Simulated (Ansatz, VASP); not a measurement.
**KCl: VASP beside Ansatz**

The input INCAR:

```
PREC     = Accurate       # precision mode
ENCUT    = 520            # plane-wave cutoff, eV
EDIFF    = 1E-6           # SCF threshold, eV
ISMEAR   = 0              # smearing method
SIGMA    = 0.05           # smearing width, eV
LREAL    = False          # projectors in reciprocal space
LASPH    = True           # aspherical terms in the spheres
NELM     = 100            # most SCF steps
ALGO     = Normal         # electronic algorithm
ISIF     = 2              # what is computed and relaxed
LWAVE    = False          # write WAVECAR
LCHARG   = True           # write CHGCAR
GGA      = PE             # functional
LELF     = True           # ELF
LVHAR    = True         
NBANDS   = 15             # bands
```

File KPOINTS:

```
Automatic mesh
0
Gamma
  8 8 8
```

The input POSCAR:

```
KCl
1.0
    3.6128217579      0.0000000000      0.0000000000
    0.0000000000      3.6128217579      0.0000000000
    0.0000000000      0.0000000000      4.3353861095
K Cl
1 1
Direct
    0.0000000000      0.0000000000      0.0000000000
    0.5000000000      0.5000000000      0.5000000000
```

Input for Ansatz:

```yaml
crystal:
  lattice:
    - [3.6128217579, 0.0, 0.0]
    - [0.0, 3.6128217579, 0.0]
    - [0.0, 0.0, 4.3353861095]
  atoms:
    - { symbol: K, position: [0.0, 0.0, 0.0] }
    - { symbol: Cl, position: [0.5, 0.5, 0.5] }
basis:
  ecutwfc: 420
kpoints:
  mp_grid: { grid: [8, 8, 8] }
hamiltonian:
  xc: pbe
scf:
  occupations: { method: gaussian, width: 0.05 }
output:
  forces: true
  stress: true
  eigenvalues: true
```

Alike in both runs: task single point; functional PBE; k mesh 8 × 8 × 8; occupations gaussian, width 0.05 eV; no spin polarisation.

|  | VASP | Ansatz |
| --- | --- | --- |
| version | VASP 6.6.1 | Ansatz 0.2.0 |
| potentials or method | VASP PAW PBE potentials, release 64 (K_sv, Cl), cutoff 520 eV | scalar-relativistic, plane waves, PAW |
| valence electrons in the cell | 16 | 16 |

VASP gave:

| Quantity | Value |
| --- | --- |
| gap on the k mesh at the Fermi level (eV) | 3.98 |
| least direct gap on the mesh (eV) | 4.18 |
| pressure (GPa) | 0.0 |
| traceless stress, the component that is largest in VASP (GPa) | -5.41 |

**Question.** Estimate Ansatz's values.

**Answer.** gap on the k mesh at the Fermi level (eV): 3.98; least direct gap on the mesh (eV): 4.18; pressure (GPa): 0.0; traceless stress, the component that is largest in VASP (GPa): -5.42.
